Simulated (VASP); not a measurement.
Input of a VASP 6.6.1 run:

INCAR

```
PREC = Accurate
ENCUT = 600
EDIFF = 1E-6
ISMEAR = -1
SIGMA = 0.1
LREAL = False
LASPH = True
NELM = 100
ALGO = Normal
ISIF = 3
LWAVE = False
LCHARG = False
GGA = PS
IBRION = 2
NSW = 100
EDIFFG = -0.002
PSTRESS = 100.0
```

KPOINTS

```
Automatic mesh
0
Gamma
  20 20 10
```

Contents of POSCAR:

```
Zn
1.0
    2.6354261662      0.0000000000      0.0000000000
   -1.3177130831      2.2823460098      0.0000000000
    0.0000000000      0.0000000000      4.6649985756
Zn
2
Direct
    0.3333333333      0.6666666667      0.2500000000
    0.6666666667      0.3333333333      0.7500000000
```

Potentials or basis: VASP PAW PBE potentials, release 64 (Zn).

The run is started by

```sh
$ cat potpaw_PBE.64/Zn/POTCAR > POTCAR
$ mpirun -np 1 vasp_std > vasp.out
```

What does it give for the space group after relaxing (to 0.05 Å)?

P6_3/mmc (No. 194).

Estimate the band gap on the k mesh.

zero (band 12 reaches 6.07 eV, above the bottom of band 13 at 2.29 eV).

Final structure:
```cif
data_structure
_symmetry_space_group_name_H-M 'P 1'
_symmetry_Int_Tables_number 1
_cell_length_a 2.5828
_cell_length_b 2.5828
_cell_length_c 4.4593
_cell_angle_alpha 90.000
_cell_angle_beta 90.000
_cell_angle_gamma 120.000
_cell_volume 25.76
loop_
_atom_site_label
_atom_site_type_symbol
_atom_site_fract_x
_atom_site_fract_y
_atom_site_fract_z
_atom_site_occupancy
Zn1 Zn 0.33333 0.66667 0.25000 1
Zn2 Zn 0.66667 0.33333 0.75000 1
```

Caveat: the cell is relaxed towards a set pressure, so the enthalpy falls and the energy may rise.
